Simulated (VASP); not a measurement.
A run of VASP 6.6.1 is set up as follows.

INCAR

```
SYSTEM = Ru
ALGO = Normal
DIPOL = 0.5 0.5 0.500
EDIFF = 1E-7
ENCUT = 520
GGA = PE
IDIPOL = 3
ISIF = 2
ISMEAR = 0
LASPH = .True.
LCHARG = .False.
LDIPOL = .True.
LREAL = .False.
LWAVE = .False.
NBANDS = 43
NELM = 80
PREC = Accurate
SIGMA = 0.1
```

File KPOINTS:

```
k-points
0
Gamma
  15 15 1
  0 0 0
```

File POSCAR:

```
Ru
1.0
    2.7200250909      0.0000000000      0.0000000000
   -1.3600125454      2.3556108276      0.0000000000
    0.0000000000      0.0000000000     30.5935389932
Ru
5
Direct
    0.3333333333      0.6666666667      0.3595530417
    0.6666666667      0.3333333333      0.4297765208
    0.3333333333      0.6666666667      0.5000000000
    0.6666666667      0.3333333333      0.5702234792
    0.3333333333      0.6666666667      0.6404469583
```

Potentials or basis: VASP PAW PBE potentials, release 64 (Ru_pv).

Command:

```sh
$ cat potpaw_PBE.64/Ru_pv/POTCAR > POTCAR
$ mpirun -np 1 vasp_std > vasp.out
```

(1) Predict the largest force.

(2) Estimate the band gap on the k mesh.

Answers

(1) 0.714 eV/Å.

(2) zero (bands 35 and 36 overlap by 2.35 eV).
